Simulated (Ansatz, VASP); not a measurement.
One calculation of Pt, two programs

The input INCAR:

```
SYSTEM = Pt
ALGO = Fast
EDIFF = 1E-6
ENCUT = 520
GGA = PE
ISIF = 2
ISMEAR = 0
LASPH = .TRUE.
LCHARG = .TRUE.
LELF = .TRUE.
LREAL = .FALSE.
LVHAR = .TRUE.
LWAVE = .FALSE.
NBANDS = 11
NELM = 60
PREC = Accurate
SIGMA = 0.15
```

File KPOINTS:

```
k-points
0
G
  22 22 22
  0 0 0
```

The input POSCAR:

```
Pt
1.0
    0.0000000000      2.0365367999      2.0365367999
    2.0365367999      0.0000000000      2.0365367999
    2.0365367999      2.0365367999      0.0000000000
Pt
1
Direct
    0.0000000000      0.0000000000      0.0000000000
```

Input for Ansatz:

```yaml
crystal:
  lattice:
    - [0.0, 2.0365367999, 2.0365367999]
    - [2.0365367999, 0.0, 2.0365367999]
    - [2.0365367999, 2.0365367999, 0.0]
  atoms:
    - { symbol: Pt, position: [0.0, 0.0, 0.0] }
basis:
  ecutwfc: 420
kpoints:
  mp_grid: { grid: [22, 22, 22] }
hamiltonian:
  xc: pbe
  pseudopotentials: { kind: paw, azcp: { folder: soft_1 } }
scf:
  occupations: { method: gaussian, width: 0.15 }
output:
  forces: true
  stress: true
  eigenvalues: true
  write_density: true
  write_potential: true
  elf: true
  volumetric_format: npy
```

Alike in both runs: task single point; functional PBE; k mesh 22 × 22 × 22; occupations gaussian, width 0.15 eV; no spin polarisation.

|  | VASP | Ansatz |
| --- | --- | --- |
| version | VASP 6.6.1 | Ansatz 0.2.0 |
| potentials or method | VASP PAW PBE potentials, release 64 (Pt), cutoff 520 eV | scalar-relativistic, plane waves, PAW |
| valence electrons in the cell | 10 | 18 |

VASP gave:

| Property | Result |
| --- | --- |
| gap on the k mesh at the Fermi level (eV) | none |
| pressure (GPa) | -15.7 |

Estimate Ansatz's values.

gap on the k mesh at the Fermi level (eV): none; pressure (GPa): -15.4.

A gap of «none» marks a metal or a gap that the smearing closes. VASP's potentials hold 10 valence electrons a cell and Ansatz's 18, so a difference there can come from the potentials and not from the codes.

Neither program's run includes spin-orbit coupling.
